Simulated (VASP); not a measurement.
H2CO: single point with PBE+D3(BJ)

The system is H2CO.

```xyz
32
Lattice="7.8730 0.0000 0.0000 0.0000 7.8730 0.0000 0.0000 0.0000 7.8730" Properties=species:S:1:pos:R:3 pbc="T T T"
O     5.7874   -0.9488    5.7636
O    -0.2247   -0.4368    1.4723
O     1.9313    5.3691    4.7479
O     6.6298    3.0418    4.4852
O     3.4833    1.8565    5.4946
O     3.4948    6.2237    0.7977
O     8.1634    3.2652    0.5738
O     3.6982    2.4350    0.9469
C     5.4747   -1.1409    6.9266
C     0.6124    0.2509    0.8537
C     0.9980    5.7343    4.1259
C     6.5437    1.8205    4.2916
C     2.6784    2.6564    5.8400
C     4.0070    5.4459    1.5646
C     7.5903    4.1696    0.0370
C     4.0064    1.6962    1.8398
H     5.5020   -2.1847    7.3635
H     5.0219   -0.2605    7.4612
H     1.0482    1.1338    1.2251
H     0.8778   -0.0528   -0.1250
H     0.9163    6.6413    3.5290
H     0.0271    5.1781    4.2027
H     6.5909    1.4390    3.2779
H     6.5832    0.9751    5.1294
H     1.6049    2.6607    5.5156
H     2.8733    3.4114    6.6639
H     4.5548    4.5760    1.2412
H     3.8218    5.5732    2.7137
H     7.1209    4.0504   -0.9726
H     7.5924    5.2611    0.4455
H     4.7696    0.8286    1.6634
H     3.5363    1.8154    2.9124
```

| Item | Value |
| --- | --- |
| Program | VASP 6.6.1 |
| Task | single point |
| Functional | PBE |
| Dispersion | D3(BJ) |
| Potentials or basis | VASP PAW PBE potentials, release 64 (O, C, H) |
| Cutoff | 520 eV |
| k mesh | 1 × 1 × 1 |
| Occupations | fermi-dirac, width 0.02 eV |
| Spin | no spin polarisation |

```json
{
 "Pressure": "0.4 GPa",
 "Largest force": "3.857 eV/Å",
 "Band gap on the k mesh": "2.75 eV",
 "Dispersion energy per atom": "-0.035 eV"
}
```

Forces on the atoms (eV/Å):
```
O    0.481 -0.421 -0.073
O    0.855  0.996 -0.398
O    3.268 -0.824  1.539
O   -0.317 -1.452  0.130
O    1.800 -1.701 -1.176
O   -0.480  0.749 -0.719
O    0.578 -1.205  0.954
O   -0.243  0.851 -0.982
C   -0.654  0.378 -0.700
C   -2.170 -2.030  1.074
C   -3.785  0.070 -0.741
C    1.010  0.390  1.885
C   -2.092  2.010  2.045
C   -1.032  0.331  2.631
C   -0.295  2.396 -1.015
C    0.386 -1.536  1.900
H    0.098  0.752  0.051
H    0.320 -0.667  0.444
H    0.720  1.422  0.919
H    0.610 -0.372 -1.672
H    0.455  0.749 -0.533
H    0.014 -0.040 -0.245
H   -0.302 -0.421 -0.898
H   -0.339  1.578 -1.108
H    0.128 -0.064 -0.371
H    0.125 -0.194 -0.579
H    0.715 -0.755 -0.347
H    0.480 -0.294 -1.241
H   -0.186 -0.102  0.114
H   -0.055 -1.150 -0.106
H   -0.838  0.890  0.404
H    0.742 -0.332 -1.188
```

Stress tensor (GPa, compression positive):
```
 0.97 -0.93  0.94
-0.93 -0.39 -0.28
 0.94 -0.28  0.60
```

Levels at points of the mesh, in eV from the valence-band top:
```tsv
k point	band 46	band 47	band 48	band 49	band 50	band 51
(0.00, 0.00, 0.00)	-0.18	-0.05	0.00	2.75	2.80	3.06
```

Run time: 83 s on 1 thread of Intel(R) Xeon(R) Platinum 8375C CPU @ 2.90GHz (Ice Lake) (shared host), peak memory 0.47 GiB.

Caveat: the k points lie up to 0.80 Å⁻¹ apart.
